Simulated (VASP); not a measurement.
# GaP (F-43m) in VASP: a series of runs

GaP is run at these levels: PBE; tasks: single point.

All numbers are computed with VASP 6.6.1; they aren't measurements. Logs are shortened: lines on timing, memory, paths and dates and some standing lists are left out, and cuts for length are marked.

**Measured values to compare with.**

“Stacking defects in GaP nanowires: Electronic structure and optical properties”, 2018, arxiv:1810.01194 quotes, for a bulk crystal of GaP at 10 K: band gap 2.34 eV (indirect).

The results are compared with them further down.

### Step 1. The cell of the first run

Symmetry: F-43m, No. 216, cubic system. The conventional cell has a = 5.358 Å, b = 5.358 Å, c = 5.358 Å, α = 90.00°, β = 90.00°, γ = 90.00°. Within 3.1 Å of Ga (site symmetry -43m) lie 4 P at 2.32 Å. Within 3.1 Å of P (site symmetry -43m) lie 4 Ga at 2.32 Å.

### Step 2. Single point, PBE

File INCAR:

```
SYSTEM = GaP
  PREC = Accurate
  ENCUT = 520
  EDIFF = 1E-6
  ISMEAR = -1
  SIGMA = 0.01
  LREAL = .FALSE.
  LASPH = .TRUE.
  NELM = 80
  ALGO = Normal
  ISIF = 2
  LWAVE = .FALSE.
  LCHARG = .FALSE.
  GGA = PE
  NBANDS = 16
```

File KPOINTS:

```
regular mesh
0
G
  6 6 6
  0 0 0
```

File POSCAR:

```
GaP
1.0
    0.0000000000      2.6790503969      2.6790503969
    2.6790503969      0.0000000000      2.6790503969
    2.6790503969      2.6790503969      0.0000000000
Ga P
1 1
Direct
    0.0000000000      0.0000000000      0.0000000000
    0.2500000000      0.2500000000      0.2500000000
```

Potentials or basis: VASP PAW PBE potentials, release 64 (Ga_d, P).

Launch:

```console
$ cat potpaw_PBE.64/Ga_d/POTCAR potpaw_PBE.64/P/POTCAR > POTCAR
$ mpirun -np 1 vasp_std > vasp.out
```

OUTCAR:

```text
SYSTEM = GaP
   PREC = Accurate
   ENCUT = 520
   EDIFF = 1E-6
   ISMEAR = -1
   LREAL = .FALSE.
   LASPH = .TRUE.
   NELM = 80
   ISIF = 2
   GGA = PE

 ion  position               nearest neighbor table
   1  0.000  0.000  0.000-   2 2.32   2 2.32   2 2.32   2 2.32
   2  0.250  0.250  0.250-   1 2.32   1 2.32   1 2.32   1 2.32

  LATTYP: Found a face centered cubic cell.
 ALAT       =     5.3581007938

  Lattice vectors:

 A1 = (   0.0000000000,   2.6790503969,   2.6790503969)
 A2 = (   2.6790503969,   0.0000000000,   2.6790503969)
 A3 = (   2.6790503969,   2.6790503969,   0.0000000000)

Analysis of symmetry for initial positions (statically):
=====================================================================
 Subroutine PRICEL returns:
 Original cell was already a primitive cell.

 Routine SETGRP: Setting up the symmetry group for a
 face centered cubic supercell.

 Subroutine GETGRP returns: Found 24 space group operations
 (whereof 24 operations were pure point group operations)
 out of a pool of 48 trial point group operations.

The static configuration has the point symmetry T_d .

Analysis of symmetry for dynamics (positions and initial velocities):
=====================================================================
 Subroutine PRICEL returns:
 Original cell was already a primitive cell.

 Routine SETGRP: Setting up the symmetry group for a
 face centered cubic supercell.

 Subroutine GETGRP returns: Found 24 space group operations
 (whereof 24 operations were pure point group operations)
 out of a pool of 48 trial point group operations.

The dynamic configuration has the point symmetry T_d .

 Subroutine INISYM returns: Found 24 space group operations
 (whereof 24 operations are pure point group operations),
 and found     1 'primitive' translations

----------------------------------------------------------------------------------------

                                     Primitive cell

  volume of cell :      38.4568

  direct lattice vectors                    reciprocal lattice vectors
     0.000000000  2.679050397  2.679050397    -0.186633294  0.186633294  0.186633294
     2.679050397  0.000000000  2.679050397     0.186633294 -0.186633294  0.186633294
     2.679050397  2.679050397  0.000000000     0.186633294  0.186633294 -0.186633294

  length of vectors
     3.788749406  3.788749406  3.788749406     0.323258347  0.323258347  0.323258347

  position of ions in fractional coordinates (direct lattice)
     0.000000000  0.000000000  0.000000000
     0.250000000  0.250000000  0.250000000

  ion indices of the primitive-cell ions
   primitive index   ion index
                 1           1
                 2           2

----------------------------------------------------------------------------------------

 KPOINTS: regular mesh

Automatic generation of k-mesh.
 Grid dimensions read from file:
 generate k-points for:    6    6    6

 Generating k-lattice:

  Cartesian coordinates                     Fractional coordinates (reciprocal lattice)
    -0.031105549  0.031105549  0.031105549     0.166666667  0.000000000  0.000000000
     0.031105549 -0.031105549  0.031105549     0.000000000  0.166666667  0.000000000
     0.031105549  0.031105549 -0.031105549     0.000000000  0.000000000  0.166666667

  Length of vectors
     0.053876391  0.053876391  0.053876391

  Shift w.r.t. Gamma in fractional coordinates (k-lattice)
     0.000000000  0.000000000  0.000000000

 Subroutine IBZKPT returns following result:
 ===========================================

 Found     16 irreducible k-points:

 Following reciprocal coordinates:
            Coordinates               Weight
  0.000000  0.000000  0.000000      1.000000
  0.166667  0.000000  0.000000      8.000000
  0.333333  0.000000  0.000000      8.000000
  0.500000  0.000000  0.000000      4.000000
  0.166667  0.166667  0.000000      6.000000
  0.333333  0.166667  0.000000     24.000000
[... 8 lines left out ...]
 -0.333333  0.333333  0.166667     24.000000
 -0.333333  0.500000  0.166667     12.000000
   k-points           NKPTS =     16   k-points in BZ     NKDIM =     16   number of bands    NBANDS=     16
   number of dos      NEDOS =    301   number of ions     NIONS =      2
   total plane-waves  NPLWV =  21952
   dimension x,y,z NGX =    28 NGY =   28 NGZ =   28
   dimension x,y,z NGXF=    56 NGYF=   56 NGZF=   56
   ions per type =               1   1
   NGX,Y,Z   is equivalent  to a cutoff of  12.29, 12.29, 12.29 a.u.
   NGXF,Y,Z  is equivalent  to a cutoff of  24.57, 24.57, 24.57 a.u.
 SYSTEM =  GaP
   PREC   = accura    normal or accurate (medium, high low for compatibility)
   ISTART =      0    job   : 0-new  1-cont  2-samecut
   ICHARG =      2    charge: 1-file 2-atom 10-const
   ISPIN  =      1    spin polarized calculation?
   LNONCOLLINEAR =      F non collinear calculations
   LSORBIT =      F    spin-orbit coupling
   LASPH  =      T    aspherical Exc in radial PAW
   ENCUT  =  520.0 eV  38.22 Ry    6.18 a.u.   7.04  7.04  7.04*2*pi/ulx,y,z
   NELM   =     80;   NELMIN=  2; NELMDL= -5     # of ELM steps
   EDIFF  = 0.1E-05   stopping-criterion for ELM
   LREAL  =      F    real-space projection
   EDIFFG = 0.1E-04   stopping-criterion for IOM
   NSW    =      0    number of steps for IOM
   IBRION =     -1    ionic relax: 0-MD 1-quasi-New 2-CG
   NFREE  =      0    steps in history (QN), initial steepest desc. (CG)
   ISIF   =      2    stress and relaxation
   ISYM   =      2    0-nonsym 1-usesym 2-fastsym
   POTIM  = 0.5000    time-step for ionic-motion
   TEBEG  =    0.0;   TEEND  =   0.0 temperature during run
   PSTRESS=    0.0 pullay stress
   NELECT =      18.0000    total number of electrons
   NUPDOWN=      -1.0000    fix difference up-down
   EMIN   =  10.00;   EMAX   =-10.00  energy-range for DOS
   EFERMI =   0.00;   METHOD = LEGACY
   ISMEAR =    -1;   SIGMA  =   0.01  broadening in eV -4-tet -1-fermi 0-gaus
   EFERMI_NEDOS =   21; number of points for ismear=-14 and -15
   IALGO  =     38    algorithm
   IMIX   =      4    mixing-type and parameters
     AMIX     =   0.40;   BMIX     =  1.00
     AMIX_MAG =   1.60;   BMIX_MAG =  1.00
  volume/ion in A,a.u.               =      19.23       129.76
  Fermi-wavevector in a.u.,A,eV,Ry     =   1.271086  2.402003 21.982368  1.615658
  Thomas-Fermi vector in A             =   2.404038
   LORBIT       =      0    0 simple, 1 ext, 2 COOP (PROOUT), +10 PAW based schemes
   GGA     = PE    functional components
[... 5 lines left out ...]
 non-spin polarized calculation
  energy-cutoff  :      520.00
  volume of cell :       38.46
 maximum number of plane-waves:      1056
   NGX = 15   NGY = 15   NGZ = 15

 number of electron      17.9999986 magnetization

 Free energy of the ion-electron system (eV)
  ---------------------------------------------------
  ext. energy  EPLUGINS =         0.00000000
  ---------------------------------------------------
  free energy    TOTEN  =        -9.04029791 eV

  energy without entropy =       -9.04029791  energy(sigma->0) =       -9.04029791

 E-fermi :   5.4021     XC(G=0): -10.0658

 val. band max:        5.1977119213   @ k =   0.0000   0.0000   0.0000
 cond. band min:       6.7359614646   @ k =   0.5000   0.5000   0.0000
 fundamental gap:      1.5382495433
 Fermi energy:         5.4021093885

 k-point     1 :       0.0000    0.0000    0.0000
  band No.  band energies     occupation
      1      -9.4567      2.00000
      2      -9.4567      2.00000
      3      -9.4567      2.00000
      4      -9.3405      2.00000
      5      -9.3405      2.00000
      6      -7.6937      2.00000
[... 8 lines left out ...]
     15      15.0506      0.00000
     16      15.0506      0.00000

 k-point     2 :       0.1667    0.0000    0.0000
  band No.  band energies     occupation
      1      -9.4862      2.00000
      2      -9.4475      2.00000
      3      -9.4475      2.00000
      4      -9.3404      2.00000
      5      -9.3404      2.00000
      6      -7.3118      2.00000
[... 8 lines left out ...]
     15      14.1940      0.00000
     16      15.4734      0.00000

 k-point     3 :       0.3333    0.0000    0.0000
  band No.  band energies     occupation
      1      -9.5354      2.00000
      2      -9.4327      2.00000
      3      -9.4327      2.00000
      4      -9.3362      2.00000
      5      -9.3362      2.00000
      6      -6.2936      2.00000
[... 8 lines left out ...]
     15      14.9292      0.00000
     16      15.0748      0.00000

 k-point     4 :       0.5000    0.0000    0.0000
  band No.  band energies     occupation
      1      -9.5571      2.00000
      2      -9.4277      2.00000
      3      -9.4277      2.00000
      4      -9.3317      2.00000
      5      -9.3317      2.00000
      6      -5.4522      2.00000
[... 8 lines left out ...]
     15      17.0453      0.00000
     16      17.0453      0.00000

 k-point     5 :       0.1667    0.1667    0.0000
  band No.  band energies     occupation
      1      -9.5024      2.00000
      2      -9.4382      2.00000
      3      -9.4382      2.00000
      4      -9.3496      2.00000
      5      -9.3340      2.00000
      6      -7.1862      2.00000
[... 8 lines left out ...]
     15      15.4919      0.00000
     16      16.3708      0.00000

 k-point     6 :       0.3333    0.1667    0.0000
  band No.  band energies     occupation
      1      -9.5389      2.00000
      2      -9.4253      2.00000
      3      -9.4212      2.00000
      4      -9.3542      2.00000
      5      -9.3287      2.00000
      6      -6.3704      2.00000
[... 8 lines left out ...]
     15      16.0401      0.00000
     16      17.0662      0.00000
[... 115 lines left out ...]
 k-point    13 :       0.5000    0.5000    0.0000
  band No.  band energies     occupation
      1      -9.5958      2.00000
      2      -9.3848      2.00000
      3      -9.3795      2.00000
      4      -9.3795      2.00000
      5      -9.3146      2.00000
      6      -4.4823      2.00000
[... 8 lines left out ...]
     15      17.7047      0.00000
     16      18.4304      0.00000

 k-point    14 :       0.5000    0.3333    0.1667
  band No.  band energies     occupation
      1      -9.5611      2.00000
      2      -9.4163      2.00000
      3      -9.4032      2.00000
      4      -9.3580      2.00000
      5      -9.3277      2.00000
      6      -5.4602      2.00000
[... 8 lines left out ...]
     15      17.3360      0.00000
     16      18.8016      0.00000

 k-point    15 :      -0.3333    0.3333    0.1667
  band No.  band energies     occupation
      1      -9.5681      2.00000
      2      -9.4163      2.00000
      3      -9.3953      2.00000
      4      -9.3538      2.00000
      5      -9.3315      2.00000
      6      -4.7348      2.00000
[... 8 lines left out ...]
     15      17.9885      0.00000
     16      18.2945      0.00000

 k-point    16 :      -0.3333    0.5000    0.1667
  band No.  band energies     occupation
      1      -9.5801      2.00000
      2      -9.4026      2.00000
      3      -9.3866      2.00000
      4      -9.3652      2.00000
      5      -9.3250      2.00000
      6      -4.3987      2.00000
[... 8 lines left out ...]
     15      17.3343      0.00000
     16      19.1451      0.00000

------------------------ aborting loop because EDIFF is reached ----------------------------------------

  FORCE on cell =-STRESS in cart. coord.  units (eV):
  Direction    XX          YY          ZZ          XY          YZ          ZX
  --------------------------------------------------------------------------------------
  -------------------------------------------------------------------------------------
  Total        1.7925297      1.7925297      1.7925297      0.0000000      0.0000000      0.0000000
  in kB       74.6799984     74.6799984     74.6799984      0.0000000      0.0000000      0.0000000
  external PRESSURE =      74.6799984 kB  Pullay stress =       0.0000000 kB

 VOLUME and BASIS-vectors are now :
 -----------------------------------------------------------------------------
  energy-cutoff  :      520.00
  volume of cell :       38.46
      direct lattice vectors                 reciprocal lattice vectors
     0.000000000  2.679050397  2.679050397    -0.186633294  0.186633294  0.186633294
     2.679050397  0.000000000  2.679050397     0.186633294 -0.186633294  0.186633294
     2.679050397  2.679050397  0.000000000     0.186633294  0.186633294 -0.186633294

 POSITION                                       TOTAL-FORCE (eV/Angst)
 -----------------------------------------------------------------------------------
      0.00000      0.00000      0.00000        -0.000000     -0.000000     -0.000000
      1.33953      1.33953      1.33953         0.000000      0.000000      0.000000
 -----------------------------------------------------------------------------------
    total drift:                                0.000002      0.000002      0.000002

  FREE ENERGIE OF THE ION-ELECTRON SYSTEM (eV)
  ---------------------------------------------------
  free  energy   TOTEN  =        -9.0402979054 eV

  energy  without entropy=       -9.0402979054  energy(sigma->0) =       -9.04029791
```

Wall time 6.7 s (1 thread of Intel Xeon 6975P-C (Granite Rapids), shared host); peak memory 0.15 GiB.

Results:

* Free energy: -9.0403 eV
* Pressure: 7.5 GPa
* Band gap on the k mesh: 1.54 eV, indirect (least direct gap 2.26 eV)

Levels at points of the mesh, in eV from the valence-band top:
| k point | band 7 | band 8 | band 9 | band 10 | band 11 | band 12 |
| --- | --- | --- | --- | --- | --- | --- |
| (0.00, 0.00, 0.00) | 0.00 | 0.00 | 0.00 | 2.26 | 3.87 | 3.87 |
| (0.50, 0.00, 0.00) | -6.94 | -1.20 | -1.20 | 1.83 | 4.70 | 4.70 |
| (0.50, 0.50, 0.00) | -7.01 | -2.87 | -2.87 | 1.54 | 1.76 | 10.98 |

### Step 3. Single point, PBE

This run uses another cell than the first one, of 19.84 Å³/atom, 1.032 times its volume.

INCAR: that of step 2 with these lines changed.

```diff
@@ -8,3 +8,3 @@
   LASPH = .TRUE.
-  NELM = 80
+  NELM = 100
   ALGO = Normal
```

File KPOINTS:

```
Automatic mesh
0
G
  6 6 6
  0 0 0
```

File POSCAR:

```
GaP
1.0
    0.0000000000      2.7069591804      2.7069591804
    2.7069591804      0.0000000000      2.7069591804
    2.7069591804      2.7069591804      0.0000000000
Ga P
1 1
Direct
    0.0000000000      0.0000000000      0.0000000000
    0.2500000000      0.2500000000      0.2500000000
```

Potentials or basis: VASP PAW PBE potentials, release 64 (Ga_d, P).

Launch:

```console
$ cat potpaw_PBE.64/Ga_d/POTCAR potpaw_PBE.64/P/POTCAR > POTCAR
$ mpirun -np 1 vasp_std > vasp.out
```

Wall time 6.2 s (1 thread of Intel Xeon 6975P-C (Granite Rapids), shared host); peak memory 0.15 GiB.

The run converged. Its results:

| Quantity | Value |
| --- | --- |
| Free energy | -9.0851 eV |
| Pressure | 4.3 GPa |
| Band gap on the k mesh | 1.61 eV, indirect (least direct gap 1.99 eV) |

Levels at points of the mesh, in eV from the valence-band top:
```
           k point  band 6  band 7  band 8  band 9  band 10  band 11  band 12  band 13
(0.00, 0.00, 0.00)  -12.65    0.00    0.00    0.00     1.99     3.88     3.88     3.88
(0.50, 0.00, 0.00)  -10.51   -6.75   -1.15   -1.15     1.73     4.71     4.71     8.32
(0.50, 0.50, 0.00)   -9.59   -6.85   -2.75   -2.75     1.61     1.80    10.75    10.75
```

(Part 1 of 2 ends here.)
